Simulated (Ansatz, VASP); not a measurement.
Two plane-wave programs on Sn

File POSCAR:

```
Sn
1.0
   -1.8946518192      1.8946518192      1.8946518192
    1.8946518192     -1.8946518192      1.8946518192
    1.8946518192      1.8946518192     -1.8946518192
Sn
1
Direct
    0.0000000000      0.0000000000      0.0000000000
```

File INCAR.step1:

```
ALGO = Normal
EDIFF = 1E-4
ENCUT = 520
GGA = PE
ISMEAR = 0
LASPH = True
LCHARG = False
LREAL = False
LWAVE = True
NBANDS = 13
NELM = 80
PREC = Accurate
SIGMA = 0.15
```

File INCAR.step2:

```
ALGO = Normal
EDIFF = 1E-7
ENCUT = 520
ISIF = 2
ISMEAR = 0
ISTART = 1
LASPH = True
LCHARG = False
LMIXTAU = True
LREAL = False
LWAVE = False
METAGGA = R2SCAN
NBANDS = 13
NELM = 80
PREC = Accurate
SIGMA = 0.15
```

KPOINTS

```
k-points
0
Gamma
  18 18 18
```

Input for Ansatz:

```yaml
crystal:
  lattice:
    - [-1.8946518192, 1.8946518192, 1.8946518192]
    - [1.8946518192, -1.8946518192, 1.8946518192]
    - [1.8946518192, 1.8946518192, -1.8946518192]
  atoms:
    - { symbol: Sn, position: [0.0, 0.0, 0.0] }
basis:
  ecutwfc: 500
kpoints:
  mp_grid: { grid: [18, 18, 18] }
hamiltonian:
  xc: r2scan
scf:
  occupations: { method: gaussian, width: 0.15 }
output:
  forces: true
  stress: true
  eigenvalues: true
```

Alike in both runs: task single point; functional r2SCAN; k mesh 18 × 18 × 18; occupations gaussian, width 0.15 eV; no spin polarisation.

|  | VASP | Ansatz |
| --- | --- | --- |
| version | VASP 6.6.1 | Ansatz 0.2.0 |
| potentials or method | VASP PAW PBE potentials, release 64 (Sn_d), cutoff 520 eV | scalar-relativistic, plane waves, PAW |
| valence electrons in the cell | 14 | 14 |

|  | VASP | Ansatz | Ansatz less VASP |
| --- | --- | --- | --- |
| gap on the k mesh at the Fermi level (eV) | none | none | - |
| pressure (GPa) | -0.4 | -0.4 | -0.01 |

VASP's potentials were made for PBE, not for r2SCAN. A gap of «none» marks a metal or a gap that the smearing closes. The functional is the same, so the differences come from potentials, cutoffs and numerics.
